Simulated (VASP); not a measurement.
Crystal: MgI2.

```
I Mg
1.0
     4.14000    0.00000    0.00000
    -2.07000    3.58535    0.00000
     0.00000    0.00000    6.88000
I Mg
2 1
Direct
  0.66667 0.33333 0.75000
  0.33333 0.66667 0.25000
  0.00000 0.00000 0.00000
```

- Program: VASP 6.6.1
- Task: relaxation of cell and atoms
- Functional: revPBE
- Potentials or basis: VASP PAW PBE potentials, release 64 (I, Mg)
- Cutoff: 600 eV
- k mesh: 8 × 8 × 4
- Occupations: fermi-dirac, width 0.05 eV
- Spin: no spin polarisation

At the start: pressure 1.7 GPa; volume 34.04 Å³/atom.

Question: Where does the relaxation end?

Answer: Over 36 steps the energy falls by 52.8 meV/atom and the volume is 47.94 Å³/atom (+40.8 %); space group P-3m1 (No. 164, to 0.05 Å).

The path:
```
step  energy change (eV)  largest force (eV/Å)  pressure (GPa)  volume (Å³)
   1              0.0000                0.2339            1.65       102.12
   2             -0.0386                0.3649            0.29       107.40
   3             -0.0432                0.4266           -0.30       110.21
   4             -0.0619                0.3248           -0.20       111.11
   5             -0.0870                0.0223            0.16       113.83
   6             -0.1046                0.0279            0.10       115.80
   7             -0.1369                0.0465            0.06       121.53
   8             -0.1482                0.0498            0.34       132.30
   9             -0.1502                0.0377            0.28       129.53
  10             -0.1469                0.1809           -0.64       139.25
  11             -0.1537                0.0980           -0.13       133.54
  12             -0.1551                0.0483            0.05       135.08
  13             -0.1560                0.0087           -0.02       134.49
  14             -0.1562                0.0083            0.08       134.18
  15             -0.1562                0.0060            0.06       134.23
  16             -0.1564                0.0064            0.05       134.53
  17             -0.1564                0.0401           -0.01       135.40
  18             -0.1565                0.0262            0.00       135.07
  19             -0.1565                0.0212            0.02       134.93
  20             -0.1565                0.0237            0.02       134.98
  21             -0.1565                0.0258            0.02       135.03
  22             -0.1565                0.0263            0.01       135.05
  23             -0.1567                0.0275            0.00       135.43
  24             -0.1570                0.0295           -0.04       136.56
  25             -0.1573                0.0320           -0.11       138.84
  26             -0.1574                0.0291           -0.11       138.93
  27             -0.1576                0.0204           -0.08       139.19
  28             -0.1579                0.0023           -0.03       139.72
  29             -0.1579                0.0344            0.07       140.77
  30             -0.1580                0.0185            0.02       140.31
  31             -0.1581                0.0170            0.02       140.54
  32             -0.1582                0.0140            0.03       141.22
  33             -0.1584                0.0085            0.04       142.59
  34             -0.1585                0.0061            0.05       143.15
  35             -0.1585                0.0134           -0.02       144.08
  36             -0.1585                0.0072            0.00       143.81
```

Final structure:
```yaml
crystal:
  lattice:
    - [4.26036, 0.00000, 0.00000]
    - [-2.13018, 3.68958, 0.00000]
    - [0.00000, 0.00000, 9.14889]
  atoms:
    - { symbol: I, position: [0.66667, 0.33333, 0.81662] }
    - { symbol: I, position: [0.33333, 0.66667, 0.18338] }
    - { symbol: Mg, position: [0.00000, 0.00000, 0.00000] }
```

Caveat: the volume moved by over 15 % at a fixed basis, so the end points are rough; the PAW data sets were made with another functional, which shifts forces and pressure a little; this functional lacks dispersion, which binds the layers, so the pressure and a relaxed spacing across them are unreliable; the volume moved by +41 % from the deposited cell, more than functionals usually miss.
